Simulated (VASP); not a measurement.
Set up this calculation in VASP 6.6.1, as the native input.

```
Task                   : relaxation of cell and atoms
Functional             : PBE
Potentials or basis    : VASP PAW PBE potentials, release 64 (Hf_pv, O)
Cutoff                 : 600 eV
k mesh                 : 8 × 8 × 8
Occupations            : gaussian, width 0.02 eV
Spin                   : no spin polarisation
Dipole correction      : no
Further INCAR settings : ALGO = Normal; EDIFF = 1e-06; IBRION = 2; EDIFFG = -0.01; NSW = 100; ISIF = 3
```

The structure of HfO2 lies in POSCAR:

```
HfO2
1.0
    0.0000000000      2.5487552940      2.5487552940
    2.5487552940      0.0000000000      2.5487552940
    2.5487552940      2.5487552940      0.0000000000
Hf O
1 2
Direct
    0.0000000000      0.0000000000      0.0000000000
    0.7500000000      0.7500000000      0.7500000000
    0.2500000000      0.2500000000      0.2500000000
```

One way to write it, as run:

INCAR

```
PREC = Accurate
ENCUT = 600
EDIFF = 1E-6
ISMEAR = 0
SIGMA = 0.02
LREAL = False
LASPH = True
NELM = 60
ALGO = Normal
ISIF = 3
LWAVE = False
LCHARG = False
GGA = PE
IBRION = 2
NSW = 100
EDIFFG = -0.01
```

KPOINTS

```
Automatic mesh
0
Gamma
  8 8 8
```

Potentials or basis: VASP PAW PBE potentials, release 64 (Hf_pv, O).

Run with:

```bash
$ cat potpaw_PBE.64/Hf_pv/POTCAR potpaw_PBE.64/O/POTCAR > POTCAR
$ mpirun -np 1 vasp_std > vasp.out
```

It gave:

- Relaxed volume: 10.87 Å³/atom
- Relaxed cell: a = 3.586 Å, b = 3.586 Å, c = 3.586 Å, α = 60.00°, β = 60.00°, γ = 60.00°
- Space group after relaxing (to 0.05 Å): Fm-3m (No. 225)
- Energy gained by relaxing: 2.1 meV/atom
- Ionic steps: 3
- Pressure after relaxing: 0.0 GPa
- Band gap on the k mesh: 3.80 eV, direct

Caveat: spin-orbit coupling is left out, which moves the levels of the heavy elements.

Run time: 68 s on 1 thread of Intel(R) Xeon(R) Platinum 8259CL CPU @ 2.50GHz (Skylake/Cascade Lake), with other jobs on the host, peak memory 0.18 GiB.
